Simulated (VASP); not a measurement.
# MgH12Cl2O6 in VASP: a series of runs, part 2 of 2

VASP 6.6.1. The steps go on from the part before.

### Step 4. Single point, PBE+D3(BJ)

This run uses another cell than the first one, of 14.73 Å³/atom.

INCAR

```
  PREC = Accurate
  ENCUT = 520
  EDIFF = 1E-6
  ISMEAR = -1
  SIGMA = 0.02
  LREAL = False
  LASPH = True
  NELM = 120
  ALGO = Normal
  ISIF = 2
  LWAVE = False
  LCHARG = False
  GGA = PE
  IVDW = 12
  NBANDS = 48
  GGA_COMPAT = False
```

KPOINTS

```
Automatic mesh
0
Gamma
  1 1 1
```

POSCAR

```
MgH12Cl2O6
1.0
    6.5802500000      0.0000000000      0.0000000000
    0.0000000000      6.8058310000      0.0000000000
    0.0000000000      0.0000000000      6.9048880000
O H Mg Cl
6 12 1 2
Direct
    0.1003305346     -0.1043076150      0.8005488286
    0.7533604346      0.8558102603      0.4950550972
    0.3052315642      0.6470187109      0.1038250005
    0.5966034725      0.2774679536      0.8594056848
    0.6935146841      0.9484514088      1.0137890723
    0.0565480035      0.0230684541      0.2423066095
    0.1058318453      0.0290045404      0.7668770297
    0.0257133088     -0.1753643310      0.6972451979
    0.6333801907      0.9448662478      0.4751416678
    0.7569621215      0.7717499891      0.3727938817
    0.4336309411      0.7076285027      0.1141510188
    0.3294403708      0.5597112241      0.2118644068
    0.6492610463      0.3773235039      0.9414200491
    0.5850993503      0.3234432357      0.7275570581
    0.7110368147      1.0901975086      0.9808703631
    0.6386991376      0.8969367591      0.8910354520
    0.1715892253      0.1149455518      0.2883899058
   -0.0741917100      0.0991355795      0.2791790395
    1.0393981992      0.8008279959      1.0691266824
    0.8544660157      0.5296928472      0.1743257820
    0.3551384826      0.2796131729      0.4303762784
```

Potentials or basis: VASP PAW PBE potentials, release 64 (O, H, Mg, Cl).

Started as:

```console
cat potpaw_PBE.64/O/POTCAR potpaw_PBE.64/H/POTCAR potpaw_PBE.64/Mg/POTCAR potpaw_PBE.64/Cl/POTCAR > POTCAR
mpirun -np 1 vasp_gam > vasp.out
```

OUTCAR:

```text
PREC = Accurate
   ENCUT = 520
   EDIFF = 1E-6
   ISMEAR = -1
   LREAL = False
   LASPH = True
   NELM = 120
   ISIF = 2
   GGA = PE
   IVDW = 12
 IVDW          = 12

 ion  position               nearest neighbor table
   1  0.100  0.896  0.801-   7 0.94   8 0.99  19 2.00
   2  0.753  0.856  0.495-   9 1.00  10 1.02
   3  0.305  0.647  0.104-  11 0.94  12 0.97  19 2.05
   4  0.597  0.277  0.859-  13 0.95  14 0.97
   5  0.694  0.948  0.014-  16 0.99  15 1.00  19 2.52
   6  0.057  0.023  0.242-  17 1.03  18 1.04  19 1.93
   7  0.106  0.029  0.767-   1 0.94
   8  0.026  0.825  0.697-   1 0.99
   9  0.633  0.945  0.475-   2 1.00
  10  0.757  0.772  0.373-   2 1.02
  11  0.434  0.708  0.114-   3 0.94
  12  0.329  0.560  0.212-   3 0.97
  13  0.649  0.377  0.941-   4 0.95
  14  0.585  0.323  0.728-   4 0.97
  15  0.711  0.090  0.981-   5 1.00
  16  0.639  0.897  0.891-   5 0.99
  17  0.172  0.115  0.288-   6 1.03
  18  0.926  0.099  0.279-   6 1.04
  19  0.039  0.801  0.069-   6 1.93   1 2.00   3 2.05  20 2.33   5 2.52
  20  0.854  0.530  0.174-  19 2.33
  21  0.355  0.280  0.430-

  LATTYP: Found a simple orthorhombic cell.
 ALAT       =     6.5802500000
 B/A-ratio  =     1.0342815243
 C/A-ratio  =     1.0493352076

  Lattice vectors:

 A1 = (   6.5802500000,   0.0000000000,   0.0000000000)
 A2 = (   0.0000000000,   6.8058310000,   0.0000000000)
 A3 = (   0.0000000000,   0.0000000000,   6.9048880000)

Analysis of symmetry for initial positions (statically):
=====================================================================
 Subroutine PRICEL returns:
 Original cell was already a primitive cell.

 Routine SETGRP: Setting up the symmetry group for a
 simple orthorhombic supercell.

 Subroutine GETGRP returns: Found  1 space group operations
 (whereof  1 operations were pure point group operations)
 out of a pool of  8 trial point group operations.

The static configuration has the point symmetry C_1 .

Analysis of symmetry for dynamics (positions and initial velocities):
=====================================================================
 Subroutine PRICEL returns:
 Original cell was already a primitive cell.

 Routine SETGRP: Setting up the symmetry group for a
 simple orthorhombic supercell.

 Subroutine GETGRP returns: Found  1 space group operations
 (whereof  1 operations were pure point group operations)
 out of a pool of  8 trial point group operations.

The dynamic configuration has the point symmetry C_1 .

 Subroutine INISYM returns: Found  1 space group operations
 (whereof  1 operations are pure point group operations),
 and found     1 'primitive' translations

----------------------------------------------------------------------------------------

                                     Primitive cell

  volume of cell :     309.2290

  direct lattice vectors                    reciprocal lattice vectors
     6.580250000  0.000000000  0.000000000     0.151969910  0.000000000  0.000000000
     0.000000000  6.805831000  0.000000000     0.000000000  0.146932829  0.000000000
     0.000000000  0.000000000  6.904888000     0.000000000  0.000000000  0.144824941

  length of vectors
     6.580250000  6.805831000  6.904888000     0.151969910  0.146932829  0.144824941

  position of ions in fractional coordinates (direct lattice)
     0.100330535  0.895692385  0.800548829
     0.753360435  0.855810260  0.495055097
     0.305231564  0.647018711  0.103825001
     0.596603473  0.277467954  0.859405685
     0.693514684  0.948451409  0.013789072
     0.056548003  0.023068454  0.242306609
[... 13 lines left out ...]
     0.854466016  0.529692847  0.174325782
     0.355138483  0.279613173  0.430376278

  ion indices of the primitive-cell ions
   primitive index   ion index
                 1           1
                 2           2
                 3           3
                 4           4
                 5           5
                 6           6
[... 13 lines left out ...]
                20          20
                21          21

----------------------------------------------------------------------------------------

 KPOINTS: Automatic mesh

Automatic generation of k-mesh.
 Grid dimensions read from file:
 generate k-points for:    1    1    1

 Generating k-lattice:

  Cartesian coordinates                     Fractional coordinates (reciprocal lattice)
     0.151969910  0.000000000  0.000000000     1.000000000  0.000000000  0.000000000
     0.000000000  0.146932829  0.000000000     0.000000000  1.000000000  0.000000000
     0.000000000  0.000000000  0.144824941     0.000000000  0.000000000  1.000000000

  Length of vectors
     0.151969910  0.146932829  0.144824941

  Shift w.r.t. Gamma in fractional coordinates (k-lattice)
     0.000000000  0.000000000  0.000000000

 Subroutine IBZKPT returns following result:
 ===========================================

 Found      1 irreducible k-points:

 Following reciprocal coordinates:
            Coordinates               Weight
  0.000000  0.000000  0.000000      1.000000
   k-points           NKPTS =      1   k-points in BZ     NKDIM =      1   number of bands    NBANDS=     48
   number of dos      NEDOS =    301   number of ions     NIONS =     21
   total plane-waves  NPLWV = 145800
   dimension x,y,z NGX =    50 NGY =   54 NGZ =   54
   dimension x,y,z NGXF=   100 NGYF=  108 NGZF=  108
   ions per type =               6  12   1   2
   NGX,Y,Z   is equivalent  to a cutoff of  12.63, 13.19, 13.00 a.u.
   NGXF,Y,Z  is equivalent  to a cutoff of  25.26, 26.38, 26.00 a.u.
 SYSTEM =  unknown system
   PREC   = accura    normal or accurate (medium, high low for compatibility)
   ISTART =      0    job   : 0-new  1-cont  2-samecut
   ICHARG =      2    charge: 1-file 2-atom 10-const
   ISPIN  =      1    spin polarized calculation?
   LNONCOLLINEAR =      F non collinear calculations
   LSORBIT =      F    spin-orbit coupling
   LASPH  =      T    aspherical Exc in radial PAW
   ENCUT  =  520.0 eV  38.22 Ry    6.18 a.u.  12.23 12.65 12.84*2*pi/ulx,y,z
   NELM   =    120;   NELMIN=  2; NELMDL= -5     # of ELM steps
   EDIFF  = 0.1E-05   stopping-criterion for ELM
   LREAL  =      F    real-space projection
   EDIFFG = 0.1E-04   stopping-criterion for IOM
   NSW    =      0    number of steps for IOM
   IBRION =     -1    ionic relax: 0-MD 1-quasi-New 2-CG
   NFREE  =      0    steps in history (QN), initial steepest desc. (CG)
   ISIF   =      2    stress and relaxation
   ISYM   =      2    0-nonsym 1-usesym 2-fastsym
   POTIM  = 0.5000    time-step for ionic-motion
   TEBEG  =    0.0;   TEEND  =   0.0 temperature during run
   PSTRESS=    0.0 pullay stress
   NELECT =      64.0000    total number of electrons
   NUPDOWN=      -1.0000    fix difference up-down
   EMIN   =  10.00;   EMAX   =-10.00  energy-range for DOS
   EFERMI =   0.00;   METHOD = LEGACY
   ISMEAR =    -1;   SIGMA  =   0.02  broadening in eV -4-tet -1-fermi 0-gaus
   EFERMI_NEDOS =   21; number of points for ismear=-14 and -15
   IALGO  =     38    algorithm
   IMIX   =      4    mixing-type and parameters
     AMIX     =   0.40;   BMIX     =  1.00
     AMIX_MAG =   1.60;   BMIX_MAG =  1.00
  volume/ion in A,a.u.               =      14.73        99.37
  Fermi-wavevector in a.u.,A,eV,Ry     =   0.968370  1.829954 12.758739  0.937741
  Thomas-Fermi vector in A             =   2.098334
   LORBIT       =      0    0 simple, 1 ext, 2 COOP (PROOUT), +10 PAW based schemes
   GGA     = PE    functional components
   LHFCALC =     F    Hartree Fock is set to
   AEXX    =    0.0000 exact exchange contribution
   IVDW    =    12    specifies the selected vdW correction
   LEPSILON=     F    determine dielectric tensor
   LRPA    =     F    only Hartree local field effects (RPA)
 non-spin polarized calculation
  energy-cutoff  :      520.00
  volume of cell :      309.23
 maximum number of plane-waves:      4169
 NGX is ok and might be reduce to    50
   NGX = 25   NGY = 25   NGZ = 25

 number of electron      63.9999999 magnetization

 Free energy of the ion-electron system (eV)
  ---------------------------------------------------
  ext. energy  EPLUGINS =         0.00000000
  ---------------------------------------------------
  free energy    TOTEN  =       -97.62424319 eV

  energy without entropy =      -97.62424319  energy(sigma->0) =      -97.62424319

 E-fermi :  -2.0371     XC(G=0):  -6.3700

 val. band max:       -2.5521440204   @ k =   0.0000   0.0000   0.0000
 cond. band min:       0.9527162066   @ k =   0.0000   0.0000   0.0000
 fundamental gap:      3.5048602270
 Fermi energy:        -2.0370621528

 k-point     1 :       0.0000    0.0000    0.0000
  band No.  band energies     occupation
      1     -23.7180      2.00000
      2     -23.4503      2.00000
      3     -22.3578      2.00000
      4     -22.0708      2.00000
      5     -21.8171      2.00000
      6     -21.4648      2.00000
[... 36 lines left out ...]
     43       6.1378      0.00000
     44       6.3233      0.00000
 [bands above 44 left out]

------------------------ aborting loop because EDIFF is reached ----------------------------------------

 Edisp (eV)   -0.93190

 E8    (eV) :    -0.2455

  FORCE on cell =-STRESS in cart. coord.  units (eV):
  Direction    XX          YY          ZZ          XY          YZ          ZX
  --------------------------------------------------------------------------------------
  -------------------------------------------------------------------------------------
  Total      -2.91259     0.97639    -0.68668     3.42251    -1.91977    -1.25261
  in kB     -15.09073     5.05889    -3.55785    17.73274    -9.94671    -6.49004
  external pressure =       -4.53 kB  Pullay stress =        0.00 kB

 VOLUME and BASIS-vectors are now :
 -----------------------------------------------------------------------------
  energy-cutoff  :      520.00
  volume of cell :      309.23
      direct lattice vectors                 reciprocal lattice vectors
     6.580250000  0.000000000  0.000000000     0.151969910  0.000000000  0.000000000
     0.000000000  6.805831000  0.000000000     0.000000000  0.146932829  0.000000000
     0.000000000  0.000000000  6.904888000     0.000000000  0.000000000  0.144824941

 POSITION                                       TOTAL-FORCE (eV/Angst)
 -----------------------------------------------------------------------------------
      0.66020      6.09593      5.52770        -0.338426     -2.584618      0.067382
      4.95730      5.82450      3.41830        -0.998339      0.013225     -1.084516
      2.00850      4.40350      0.71690        -0.621285      0.203617     -0.123048
      3.92580      1.88840      5.93410        -0.376508     -1.097008     -0.250191
      4.56350      6.45500      0.09521         0.570676     -0.637327     -0.268049
      0.37210      0.15700      1.67310        -1.505897      1.875043      0.595852
[... 13 lines left out ...]
      5.62260      3.60500      1.20370        -0.291582     -0.134966     -0.021570
      2.33690      1.90300      2.97170         0.154372      0.041967     -0.073294
 -----------------------------------------------------------------------------------
    total drift:                               -0.000145      0.001296      0.000820

  FREE ENERGIE OF THE ION-ELECTRON SYSTEM (eV)
  ---------------------------------------------------
  free  energy   TOTEN  =       -98.5561461942 eV

  energy  without entropy=      -98.5561461942  energy(sigma->0) =      -98.55614619
```

Wall time 54 s (1 thread of Intel Xeon 8259CL, shared host); peak memory 0.35 GiB.

What came out:

- Free energy: -98.5561 eV
- Pressure: -0.5 GPa
- Largest force: 2.608 eV/Å
- Dispersion energy per atom: -0.044 eV

Forces on the atoms (eV/Å):
```
O   -0.338 -2.585  0.067
O   -0.998  0.013 -1.085
O   -0.621  0.204 -0.123
O   -0.377 -1.097 -0.250
O    0.571 -0.637 -0.268
O   -1.506  1.875  0.596
H    0.120  1.971 -0.733
H    0.179  0.683  0.105
H    0.866 -0.582  0.187
H   -0.026  0.509  1.308
H    1.643  1.535 -0.713
H   -0.854 -1.615  0.927
H    0.492  1.362  0.635
H   -0.137  0.242 -0.482
H   -0.627 -0.348 -0.254
H    0.205  0.217  0.439
H   -0.076 -0.171  0.139
H    1.989 -1.297 -0.487
Mg  -0.366 -0.187  0.086
Cl  -0.292 -0.135 -0.022
Cl   0.154  0.042 -0.073
```

Caveat: the k points lie up to 0.95 Å⁻¹ apart, too coarse for converged energies, forces and pressures; the atoms stand as in a frame of molecular dynamics.

### Step 5. The runs side by side

| cell | pressure (GPa) | largest force (eV/Å) |
| --- | --- | --- |
| a = 6.379, b = 6.735, c = 6.466 Å, 21 atoms, atomic positions A | 0.9 | 3.34 |
| a = 6.356, b = 6.766, c = 6.428 Å, 21 atoms, atomic positions B | -1.7 | 4.04 |
| a = 6.580, b = 6.806, c = 6.905 Å, 21 atoms, atomic positions C | -0.5 | 2.61 |

Alike in all rows: task single point; level PBE+D3(BJ); potentials or basis VASP PAW PBE potentials, release 64 (O, H, Mg, Cl); no spin polarisation; k mesh 1 × 1 × 1; cutoff (eV) 520; smearing fermi-dirac 0.02 eV.

Caveats: all runs use coarse meshes; the atoms stand as in a frame of molecular dynamics.

Total energies depend on the potentials used, so only differences within one code and one set of settings carry meaning.
